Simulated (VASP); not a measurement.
# TiC (Fm-3m) in VASP: notebook

TiC is run at these levels: PBE; tasks: single point.

Program: VASP 6.6.1. These are calculated values, not measurements. Logs are shortened: lines on timing, memory, paths and dates and some standing lists are left out, and cuts for length are marked.

## (1) The cell of the first run

The structure is cubic, space group Fm-3m (No. 225). The conventional cell has a = 4.319 Å, b = 4.319 Å, c = 4.319 Å, α = 90.00°, β = 90.00°, γ = 90.00°. Within 2.9 Å of Ti (site symmetry m-3m) lie 6 C at 2.16 Å. Within 2.9 Å of C (site symmetry m-3m) lie 6 Ti at 2.16 Å.

## (2) Single point, PBE

The input, INCAR:

```
  ALGO = Normal
  EDIFF = 1E-6
  ENCUT = 600
  GGA = PE
  GGA_COMPAT = False
  ISIF = 2
  ISMEAR = -1
  LASPH = True
  LCHARG = False
  LREAL = False
  LWAVE = False
  NBANDS = 15
  NELM = 120
  PREC = Accurate
  SIGMA = 0.15
```

The input, KPOINTS:

```
k-points
0
Gamma
  3 3 3
```

The input, POSCAR:

```
TiC
1.0
    0.0000000000      2.1593000000      2.1593000000
    2.1593000000      0.0000000000      2.1593000000
    2.1593000000      2.1593000000      0.0000000000
Ti C
1 1
Direct
    0.0000000000      0.0000000000      0.0000000000
    0.5000000000      0.5000000000      0.5000000000
```

Potentials or basis: VASP PAW PBE potentials, release 64 (Ti_sv, C).

The run is started by

```sh
$ cat potpaw_PBE.64/Ti_sv/POTCAR potpaw_PBE.64/C/POTCAR > POTCAR
$ mpirun -np 1 vasp_std > vasp.out
```

OUTCAR:

```text
EDIFF = 1E-6
   ENCUT = 600
   GGA = PE
   ISIF = 2
   ISMEAR = -1
   LASPH = True
   LREAL = False
   NELM = 120
   PREC = Accurate

 ion  position               nearest neighbor table
   1  0.000  0.000  0.000-   2 2.16   2 2.16   2 2.16   2 2.16   2 2.16   2 2.16
   2  0.500  0.500  0.500-   1 2.16   1 2.16   1 2.16   1 2.16   1 2.16   1 2.16

  LATTYP: Found a face centered cubic cell.
 ALAT       =     4.3186000000

  Lattice vectors:

 A1 = (   0.0000000000,   2.1593000000,   2.1593000000)
 A2 = (   2.1593000000,   0.0000000000,   2.1593000000)
 A3 = (   2.1593000000,   2.1593000000,   0.0000000000)

Analysis of symmetry for initial positions (statically):
=====================================================================
 Subroutine PRICEL returns:
 Original cell was already a primitive cell.

 Routine SETGRP: Setting up the symmetry group for a
 face centered cubic supercell.

 Subroutine GETGRP returns: Found 48 space group operations
 (whereof 48 operations were pure point group operations)
 out of a pool of 48 trial point group operations.

The static configuration has the point symmetry O_h .

Analysis of symmetry for dynamics (positions and initial velocities):
=====================================================================
 Subroutine PRICEL returns:
 Original cell was already a primitive cell.

 Routine SETGRP: Setting up the symmetry group for a
 face centered cubic supercell.

 Subroutine GETGRP returns: Found 48 space group operations
 (whereof 48 operations were pure point group operations)
 out of a pool of 48 trial point group operations.

The dynamic configuration has the point symmetry O_h .

 Subroutine INISYM returns: Found 48 space group operations
 (whereof 48 operations are pure point group operations),
 and found     1 'primitive' translations

----------------------------------------------------------------------------------------

                                     Primitive cell

  volume of cell :      20.1358

  direct lattice vectors                    reciprocal lattice vectors
     0.000000000  2.159300000  2.159300000    -0.231556523  0.231556523  0.231556523
     2.159300000  0.000000000  2.159300000     0.231556523 -0.231556523  0.231556523
     2.159300000  2.159300000  0.000000000     0.231556523  0.231556523 -0.231556523

  length of vectors
     3.053711345  3.053711345  3.053711345     0.401067663  0.401067663  0.401067663

[... 67 lines left out ...]
   POTIM  = 0.5000    time-step for ionic-motion
   TEBEG  =    0.0;   TEEND  =   0.0 temperature during run
   PSTRESS=    0.0 pullay stress
   NELECT =      16.0000    total number of electrons
   NUPDOWN=      -1.0000    fix difference up-down
   EMIN   =  10.00;   EMAX   =-10.00  energy-range for DOS
   EFERMI =   0.00;   METHOD = LEGACY
   ISMEAR =    -1;   SIGMA  =   0.15  broadening in eV -4-tet -1-fermi 0-gaus
   EFERMI_NEDOS =   21; number of points for ismear=-14 and -15
   IALGO  =     38    algorithm
   IMIX   =      4    mixing-type and parameters
     AMIX     =   0.40;   BMIX     =  1.00
     AMIX_MAG =   1.60;   BMIX_MAG =  1.00
  volume/ion in A,a.u.               =      10.07        67.94
  Fermi-wavevector in a.u.,A,eV,Ry     =   1.516323  2.865436 31.283015  2.299237
  Thomas-Fermi vector in A             =   2.625728
   LORBIT       =      0    0 simple, 1 ext, 2 COOP (PROOUT), +10 PAW based schemes
   GGA     = PE    functional components
   LHFCALC =     F    Hartree Fock is set to
   AEXX    =    0.0000 exact exchange contribution
   IVDW    =     0    specifies the selected vdW correction
   LEPSILON=     F    determine dielectric tensor
   LRPA    =     F    only Hartree local field effects (RPA)
 non-spin polarized calculation
  energy-cutoff  :      600.00
  volume of cell :       20.14
 maximum number of plane-waves:       680
   NGX = 13   NGY = 13   NGZ = 13

 number of electron      16.0000002 magnetization

 Free energy of the ion-electron system (eV)
  ---------------------------------------------------
  ext. energy  EPLUGINS =         0.00000000
  ---------------------------------------------------
  free energy    TOTEN  =       -18.54948945 eV

  energy without entropy =      -18.47309905  energy(sigma->0) =      -18.51129425

 E-fermi :   9.3221     XC(G=0): -12.7495

 val. band max:        9.1570543786   @ k =   0.3333   0.3333   0.0000
 cond. band min:      10.2214323950   @ k =   0.0000   0.0000   0.0000
 fundamental gap:      1.0643780163
 Fermi energy:         9.3220575556

 k-point     1 :       0.0000    0.0000    0.0000
  band No.  band energies     occupation
      1     -47.0292      2.00000
      2     -23.0504      2.00000
      3     -23.0504      2.00000
      4     -23.0504      2.00000
      5      -2.9381      2.00000
      6      10.2214      0.00497
      7      10.2214      0.00497
      8      10.2214      0.00497
      9      11.1755      0.00001
     10      11.1755      0.00001
     11      11.1755      0.00001
     12      11.2616      0.00000
     13      11.2616      0.00000
     14      20.1128      0.00000
[... 41 lines left out ...]
      2     -23.3874      2.00000
      3     -23.3693      2.00000
      4     -23.1533      2.00000
      5       0.1001      2.00000
      6       5.3004      2.00000
      7       6.2631      2.00000
      8       7.2777      2.00000
      9      11.7810      0.00000
     10      12.4164      0.00000
     11      13.5243      0.00000
     12      14.8749      0.00000
     13      16.1672      0.00000
     14      21.7598      0.00000
     15      23.2085      0.00000

------------------------ aborting loop because EDIFF is reached ----------------------------------------

  FORCE on cell =-STRESS in cart. coord.  units (eV):
  Direction    XX          YY          ZZ          XY          YZ          ZX
  --------------------------------------------------------------------------------------
  -------------------------------------------------------------------------------------
  Total        0.4434728      0.4434728      0.4434728     -0.0000000      0.0000000     -0.0000000
  in kB       35.2865001     35.2865001     35.2865001     -0.0000000      0.0000000     -0.0000000
  external PRESSURE =      35.2865001 kB  Pullay stress =       0.0000000 kB

 VOLUME and BASIS-vectors are now :
 -----------------------------------------------------------------------------
  energy-cutoff  :      600.00
  volume of cell :       20.14
      direct lattice vectors                 reciprocal lattice vectors
     0.000000000  2.159300000  2.159300000    -0.231556523  0.231556523  0.231556523
     2.159300000  0.000000000  2.159300000     0.231556523 -0.231556523  0.231556523
     2.159300000  2.159300000  0.000000000     0.231556523  0.231556523 -0.231556523

 POSITION                                       TOTAL-FORCE (eV/Angst)
 -----------------------------------------------------------------------------------
      0.00000      0.00000      0.00000         0.000000      0.000000     -0.000000
      2.15930      2.15930      2.15930        -0.000000     -0.000000      0.000000
 -----------------------------------------------------------------------------------
    total drift:                                0.000000     -0.000000     -0.000000

  FREE ENERGIE OF THE ION-ELECTRON SYSTEM (eV)
  ---------------------------------------------------
  free  energy   TOTEN  =       -18.5494894542 eV

  energy  without entropy=      -18.4730990453  energy(sigma->0) =      -18.51129425
```

stdout:

```text
POSCAR found type information on POSCAR TiC
 POSCAR found :  2 types and       2 ions
 scaLAPACK will be used
 LDA part: xc-table for (Slater+PW92), standard interpolation
 POSCAR, INCAR and KPOINTS ok, starting setup
 FFT: planning ... GRIDC
 FFT: planning ... GRID_SOFT
 FFT: planning ... GRID
 WAVECAR not read
 entering main loop
```

It took 7.6 s on 1 thread of AMD EPYC 7R13, shared host; peak memory 0.11 GiB.

What came out:

```
Free energy            : -18.5495 eV
Pressure               : 3.5 GPa
Band gap on the k mesh : zero (band 8 reaches 10.22 eV, above the bottom of band 9 at 9.16 eV)
```

Levels at points of the mesh, in eV from the Fermi level:
```csv
k point,band 6,band 7,band 8,band 9,band 10,band 11
"(0.00, 0.00, 0.00)",0.90,0.90,0.90,1.85,1.85,1.85
```

Caveat: the k points lie up to 0.84 Å⁻¹ apart.

## (3) Single point, PBE

The input, INCAR:

```
SYSTEM = TiC
ALGO = Normal
EDIFF = 1E-6
ENCUT = 600
GGA = PE
GGA_COMPAT = .FALSE.
ISIF = 2
ISMEAR = -1
LASPH = .TRUE.
LCHARG = .TRUE.
LELF = .TRUE.
LREAL = .FALSE.
LVHAR = .TRUE.
LWAVE = .FALSE.
NBANDS = 15
NELM = 120
PREC = Accurate
SIGMA = 0.15
```

The input, KPOINTS:

```
k-points
0
G
  4 4 4
  0 0 0
```

POSCAR is that of step 2.

Potentials or basis: VASP PAW PBE potentials, release 64 (Ti_sv, C).

The run is started by

```sh
$ cat potpaw_PBE.64/Ti_sv/POTCAR potpaw_PBE.64/C/POTCAR > POTCAR
$ mpirun -np 1 vasp_std > vasp.out
```

OUTCAR:

```text
SYSTEM = TiC
   EDIFF = 1E-6
   ENCUT = 600
   GGA = PE
   ISIF = 2
   ISMEAR = -1
   LASPH = .TRUE.
   LREAL = .FALSE.
   NELM = 120
   PREC = Accurate

 ion  position               nearest neighbor table
   1  0.000  0.000  0.000-   2 2.16   2 2.16   2 2.16   2 2.16   2 2.16   2 2.16
   2  0.500  0.500  0.500-   1 2.16   1 2.16   1 2.16   1 2.16   1 2.16   1 2.16

  LATTYP: Found a face centered cubic cell.
 ALAT       =     4.3186000000

  Lattice vectors:

 A1 = (   0.0000000000,   2.1593000000,   2.1593000000)
 A2 = (   2.1593000000,   0.0000000000,   2.1593000000)
 A3 = (   2.1593000000,   2.1593000000,   0.0000000000)

Analysis of symmetry for initial positions (statically):
=====================================================================
 Subroutine PRICEL returns:
 Original cell was already a primitive cell.

 Routine SETGRP: Setting up the symmetry group for a
 face centered cubic supercell.

 Subroutine GETGRP returns: Found 48 space group operations
 (whereof 48 operations were pure point group operations)
 out of a pool of 48 trial point group operations.

[... 157 lines left out ...]
      5      -2.9438      2.00000
      6      10.2365      0.00581
      7      10.2365      0.00581
      8      10.2365      0.00581
      9      11.1654      0.00001
     10      11.1654      0.00001
     11      11.1654      0.00001
     12      11.2767      0.00001
     13      11.2767      0.00001
     14      20.1077      0.00000
[... 113 lines left out ...]
      2     -23.3412      2.00000
      3     -23.3412      2.00000
      4     -23.2101      2.00000
      5      -0.0552      2.00000
      6       6.3494      2.00000
      7       6.3494      2.00000
      8       6.7776      2.00000
      9      12.3468      0.00000
     10      12.3468      0.00000
     11      13.1107      0.00000
     12      14.7184      0.00000
     13      14.7960      0.00000
     14      23.4898      0.00000
     15      23.4898      0.00000

------------------------ aborting loop because EDIFF is reached ----------------------------------------

  FORCE on cell =-STRESS in cart. coord.  units (eV):
  Direction    XX          YY          ZZ          XY          YZ          ZX
  --------------------------------------------------------------------------------------
  -------------------------------------------------------------------------------------
  Total        0.3035470      0.3035470      0.3035470      0.0000000      0.0000000      0.0000000
  in kB       24.1528025     24.1528025     24.1528025      0.0000000      0.0000000      0.0000000
  external PRESSURE =      24.1528025 kB  Pullay stress =       0.0000000 kB

 VOLUME and BASIS-vectors are now :
 -----------------------------------------------------------------------------
  energy-cutoff  :      600.00
  volume of cell :       20.14
      direct lattice vectors                 reciprocal lattice vectors
     0.000000000  2.159300000  2.159300000    -0.231556523  0.231556523  0.231556523
     2.159300000  0.000000000  2.159300000     0.231556523 -0.231556523  0.231556523
     2.159300000  2.159300000  0.000000000     0.231556523  0.231556523 -0.231556523

 POSITION                                       TOTAL-FORCE (eV/Angst)
 -----------------------------------------------------------------------------------
      0.00000      0.00000      0.00000         0.000000     -0.000000      0.000000
      2.15930      2.15930      2.15930        -0.000000      0.000000     -0.000000
 -----------------------------------------------------------------------------------
    total drift:                                0.000000     -0.000000     -0.000000

  FREE ENERGIE OF THE ION-ELECTRON SYSTEM (eV)
  ---------------------------------------------------
  free  energy   TOTEN  =       -18.6776914232 eV

  energy  without entropy=      -18.6299576380  energy(sigma->0) =      -18.65382453
```

OSZICAR:

```text
N       E                     dE             d eps       ncg     rms          rms(c)
DAV:   1     0.123306710185E+03    0.12331E+03   -0.92615E+03   240   0.143E+03
DAV:   2    -0.156643991742E+02   -0.13897E+03   -0.12934E+03   261   0.357E+02
DAV:   3    -0.239856212022E+02   -0.83212E+01   -0.81720E+01   314   0.805E+01
DAV:   4    -0.242341416018E+02   -0.24852E+00   -0.24839E+00   289   0.127E+01
DAV:   5    -0.242421387332E+02   -0.79971E-02   -0.79969E-02   307   0.200E+00    0.184E+01
DAV:   6    -0.193711845761E+02    0.48710E+01   -0.11970E+01   323   0.565E+01    0.703E+00
DAV:   7    -0.187138635672E+02    0.65732E+00   -0.24865E+00   298   0.215E+01    0.510E+00
DAV:   8    -0.186977417097E+02    0.16122E-01   -0.93648E-02   247   0.291E+00    0.397E+00
DAV:   9    -0.186809668135E+02    0.16775E-01   -0.12404E-01   313   0.496E+00    0.733E-01
DAV:  10    -0.186802799608E+02    0.68685E-03   -0.12866E-02   290   0.132E+00    0.697E-01
DAV:  11    -0.186779403650E+02    0.23396E-02   -0.31770E-03   254   0.883E-01    0.271E-01
DAV:  12    -0.186777031734E+02    0.23719E-03   -0.54027E-04   296   0.300E-01    0.408E-02
DAV:  13    -0.186776922790E+02    0.10894E-04   -0.45491E-05   289   0.809E-02    0.890E-03
DAV:  14    -0.186776914232E+02    0.85573E-06   -0.18599E-06   202   0.152E-02
   1 F= -.18677691E+02 E0= -.18653825E+02  d E =-.477338E-01
```

stdout:

```text
POSCAR found type information on POSCAR TiC
 POSCAR found :  2 types and       2 ions
 scaLAPACK will be used
 LDA part: xc-table for (Slater+PW92), standard interpolation
 POSCAR, INCAR and KPOINTS ok, starting setup
 FFT: planning ... GRIDC
 FFT: planning ... GRID_SOFT
 FFT: planning ... GRID
 WAVECAR not read
 entering main loop
```

It took 8.3 s on 1 thread of AMD EPYC 7R13, shared host; peak memory 0.11 GiB.

Results:

| Quantity | Value |
| --- | --- |
| Free energy | -18.6777 eV |
| Pressure | 2.4 GPa |
| Band gap on the k mesh | zero (band 8 reaches 10.24 eV, above the bottom of band 9 at 9.10 eV) |

Caveat: the k points lie up to 0.63 Å⁻¹ apart.

## (4) Single point, PBE

The input, INCAR:

```
SYSTEM = TiC
ALGO = Normal ; EDIFF = 1E-6
ENCUT = 600 ; GGA = PE
GGA_COMPAT = .False. ; ISIF = 2
ISMEAR = -1 ; LASPH = .True.
LCHARG = .True. ; LELF = .True.
LREAL = .False. ; LVHAR = .True.
LWAVE = .False. ; NBANDS = 15
NELM = 120 ; PREC = Accurate
SIGMA = 0.15
```

The input, KPOINTS:

```
k-points
0
Gamma
  6 6 6
  0 0 0
```

POSCAR is that of step 3.

The run is started by

```sh
$ cat potpaw_PBE.64/Ti_sv/POTCAR potpaw_PBE.64/C/POTCAR > POTCAR
$ mpirun -np 1 vasp_std > vasp.out
```

Wall time 13 s (1 thread of AMD EPYC 7R13, shared host); peak memory 0.11 GiB.

Results (log left out):

- Free energy: -18.7132 eV
- Pressure: 2.7 GPa
- Band gap on the k mesh: zero (band 8 reaches 10.22 eV, above the bottom of band 9 at 9.18 eV)

Levels at points of the mesh, in eV from the Fermi level:
| k point | band 4 | band 5 | band 6 | band 7 | band 8 | band 9 | band 10 | band 11 | band 12 | band 13 |
| --- | --- | --- | --- | --- | --- | --- | --- | --- | --- | --- |
| (0.00, 0.00, 0.00) | -32.51 | -12.37 | 0.77 | 0.77 | 0.77 | 1.75 | 1.75 | 1.75 | 1.80 | 1.80 |
| (0.50, 0.00, 0.00) | -32.56 | -8.85 | -5.81 | -2.85 | -2.85 | 3.02 | 3.02 | 4.22 | 8.31 | 8.31 |
| (0.50, 0.50, 0.00) | -32.69 | -10.08 | -3.37 | -1.57 | 0.04 | 0.04 | 2.81 | 3.63 | 3.63 | 5.95 |

Caveat: the k points lie up to 0.42 Å⁻¹ apart.

## (5) Single point, PBE

The input, INCAR:

```
PREC     = Accurate       # precision mode
ENCUT    = 600            # plane-wave cutoff, eV
EDIFF    = 1E-6           # SCF threshold, eV
ISMEAR   = -1             # smearing method
SIGMA    = 0.15           # smearing width, eV
LREAL    = False          # projectors in reciprocal space
LASPH    = True           # aspherical terms in the spheres
NELM     = 120            # most SCF steps
ALGO     = Normal         # electronic algorithm
ISIF     = 2              # what is computed and relaxed
LWAVE    = False          # write WAVECAR
LCHARG   = False          # write CHGCAR
GGA      = PE             # functional
NBANDS   = 15             # bands
GGA_COMPAT= False
```

The input, KPOINTS:

```
Automatic mesh
0
Gamma
  7 7 7
```

POSCAR is that of step 4.

The run is started by

```sh
$ cat potpaw_PBE.64/Ti_sv/POTCAR potpaw_PBE.64/C/POTCAR > POTCAR
$ mpirun -np 1 vasp_std > vasp.out
```

It took 11 s on 1 thread of AMD EPYC 7R13, shared host; peak memory 0.11 GiB.

Results (log left out):

```
Free energy            : -18.7162 eV
Pressure               : 2.8 GPa
Band gap on the k mesh : zero (band 8 reaches 10.22 eV, above the bottom of band 9 at 9.11 eV)
```

Levels at points of the mesh, in eV from the Fermi level:
| k point | band 6 | band 7 | band 8 | band 9 | band 10 | band 11 |
| --- | --- | --- | --- | --- | --- | --- |
| (0.00, 0.00, 0.00) | 0.74 | 0.74 | 0.74 | 1.73 | 1.73 | 1.73 |

## (6) Single point, PBE

The input, INCAR:

```
SYSTEM = TiC
PREC = Accurate ; ENCUT = 600
EDIFF = 1E-6 ; ISMEAR = -1
SIGMA = 0.15 ; LREAL = .False.
LASPH = .True. ; NELM = 120
ALGO = Normal ; ISIF = 2
LWAVE = .False. ; LCHARG = .False.
GGA = PE ; NBANDS = 15
GGA_COMPAT = .False.
```

The input, KPOINTS:

```
Automatic mesh
0
Gamma
  9 9 9
  0 0 0
```

POSCAR is that of step 5.

Potentials or basis: VASP PAW PBE potentials, release 64 (Ti_sv, C).

The run is started by

```sh
$ cat potpaw_PBE.64/Ti_sv/POTCAR potpaw_PBE.64/C/POTCAR > POTCAR
$ mpirun -np 1 vasp_std > vasp.out
```

Wall time 18 s (1 thread of AMD EPYC 7R13, shared host); peak memory 0.11 GiB.

It converged, with:

```yaml
Free_energy: -18.7181 eV
Pressure: 2.7 GPa
Band_gap_on_the_k_mesh: zero (band 8 reaches 10.22 eV, above the bottom of band 9 at 9.14 eV)
```

Levels at points of the mesh, in eV from the Fermi level:
```tsv
k point	band 5	band 6	band 7	band 8	band 9	band 10	band 11	band 12
(0.00, 0.00, 0.00)	-12.43	0.70	0.70	0.70	1.69	1.69	1.69	1.74
```

## (7) Single point, PBE

The input, INCAR:

```
PREC     = Accurate       # precision mode
ENCUT    = 600            # plane-wave cutoff, eV
EDIFF    = 1E-6           # SCF threshold, eV
ISMEAR   = -1             # smearing method
SIGMA    = 0.15           # smearing width, eV
LREAL    = False          # projectors in reciprocal space
LASPH    = True           # aspherical terms in the spheres
NELM     = 120            # most SCF steps
ALGO     = Normal         # electronic algorithm
ISIF     = 2              # what is computed and relaxed
LWAVE    = False          # write WAVECAR
LCHARG   = True           # write CHGCAR
GGA      = PE             # functional
LELF     = True           # ELF
LVHAR    = True         
NBANDS   = 15             # bands
GGA_COMPAT= False
```

The input, KPOINTS:

```
Automatic mesh
0
Gamma
  11 11 11
```

POSCAR is that of step 6.

The run is started by

```sh
$ cat potpaw_PBE.64/Ti_sv/POTCAR potpaw_PBE.64/C/POTCAR > POTCAR
$ mpirun -np 1 vasp_std > vasp.out
```

Wall time 26 s (1 thread of AMD EPYC 7R13, shared host); peak memory 0.12 GiB.

The run converged. Its results:

| Quantity | Value |
| --- | --- |
| Free energy | -18.7192 eV |
| Pressure | 2.7 GPa |
| Band gap on the k mesh | zero (band 8 reaches 10.22 eV, above the bottom of band 9 at 9.11 eV) |

Levels at points of the mesh, in eV from the Fermi level:
```
           k point  band 6  band 7  band 8  band 9  band 10  band 11
(0.00, 0.00, 0.00)    0.70    0.70    0.70    1.69     1.69     1.69
```

## (8) Overview

| k mesh | gap on the mesh (eV) | pressure (GPa) |
| --- | --- | --- |
| 3 × 3 × 3 | none | 3.5 |
| 4 × 4 × 4 | none | 2.4 |
| 6 × 6 × 6 | none | 2.7 |
| 7 × 7 × 7 | none | 2.8 |
| 9 × 9 × 9 | none | 2.7 |
| 11 × 11 × 11 | none | 2.7 |

Alike in all rows: task single point; level PBE; potentials or basis VASP PAW PBE potentials, release 64 (Ti_sv, C); no spin polarisation; cell as given; cutoff (eV) 600; smearing fermi-dirac 0.15 eV.

Caveats: some runs use coarse meshes.

Absolute energies hang on the potentials; compare differences alone.
